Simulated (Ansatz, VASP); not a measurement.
# NiSn3: VASP beside Ansatz

```
Sn Ni
1.0
     4.49126    0.00000    0.00000
     0.00000    4.49126    0.00000
     0.00000    0.00000    4.49126
Sn Ni
3 1
Direct
  0.00000 0.50000 0.50000
  0.50000 0.00000 0.50000
  0.50000 0.50000 0.00000
  0.00000 0.00000 0.00000
```

Alike in both runs: task single point; functional r2SCAN; k mesh 10 × 10 × 10; occupations gaussian, width 0.1 eV; no spin polarisation.

|  | VASP | Ansatz |
| --- | --- | --- |
| version | VASP 6.6.1 | Ansatz 0.2.0 |
| potentials or method | VASP PAW PBE potentials, release 64 (Sn_d, Ni), cutoff 520 eV | scalar-relativistic, plane waves, PAW |
| valence electrons in the cell | 52 | 60 |

Ansatz gave:

| Item | Value |
| --- | --- |
| gap on the k mesh at the Fermi level (eV) | none |
| pressure (GPa) | -2.1 |

**Question.** Which values does VASP return?

**Answer.** gap on the k mesh at the Fermi level (eV): none; pressure (GPa): -2.0.

VASP's potentials were made for PBE, not for r2SCAN. A gap of «none» marks a metal or a gap that the smearing closes. The functional is the same, so the differences come from potentials, cutoffs and numerics. VASP's potentials hold 52 valence electrons a cell and Ansatz's 60, so a difference there can come from the potentials and not from the codes.
